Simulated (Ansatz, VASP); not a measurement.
# One calculation of Ba, two programs

The input INCAR:

```
SYSTEM = Ba
PREC = Accurate ; ENCUT = 520
EDIFF = 1E-7 ; ISMEAR = 0
SIGMA = 0.15 ; LREAL = .False.
LASPH = .True. ; NELM = 100
ALGO = Fast ; ISIF = 2
LWAVE = .False. ; LCHARG = .False.
NBANDS = 11
```

Contents of KPOINTS:

```
regular mesh
0
Gamma
  16 16 16
  0 0 0
```

Contents of POSCAR:

```
Ba
1.0
   -2.6391679799      2.6391679799      2.2432927830
    2.6391679799     -2.6391679799      2.2432927830
    2.6391679799      2.6391679799     -2.2432927830
Ba
1
Direct
    0.0000000000      0.0000000000      0.0000000000
```

Input for Ansatz:

```yaml
crystal:
  lattice:
    - [-2.6391679799, 2.6391679799, 2.243292783]
    - [2.6391679799, -2.6391679799, 2.243292783]
    - [2.6391679799, 2.6391679799, -2.243292783]
  atoms:
    - { symbol: Ba, position: [0.0, 0.0, 0.0] }
basis:
  ecutwfc: 420
kpoints:
  mp_grid: { grid: [16, 16, 16] }
hamiltonian:
  xc: lda
scf:
  occupations: { method: gaussian, width: 0.15 }
output:
  forces: true
  stress: true
  eigenvalues: true
```

Alike in both runs: task single point; functional LDA; k mesh 16 × 16 × 16; occupations gaussian, width 0.15 eV; no spin polarisation.

```csv
,VASP,Ansatz
version,VASP 6.6.1,Ansatz 0.2.0
potentials or method,"VASP PAW LDA potentials, release 64 (Ba_sv), cutoff 520 eV","scalar-relativistic, plane waves, PAW"
valence electrons in the cell,10,10
```

VASP gave:

* gap on the k mesh at the Fermi level (eV): none
* pressure (GPa): -1.1
* traceless stress, the component that is largest in VASP (GPa): 0.71

What did Ansatz give for the same quantities?

gap on the k mesh at the Fermi level (eV): none; pressure (GPa): -1.2; traceless stress, the component that is largest in VASP (GPa): 0.70.

LDA's correlation is that of Perdew and Zunger in VASP and of Perdew and Wang (1992) in Ansatz. A gap of «none» marks a metal or a gap that the smearing closes.

Spin-orbit coupling is off throughout.
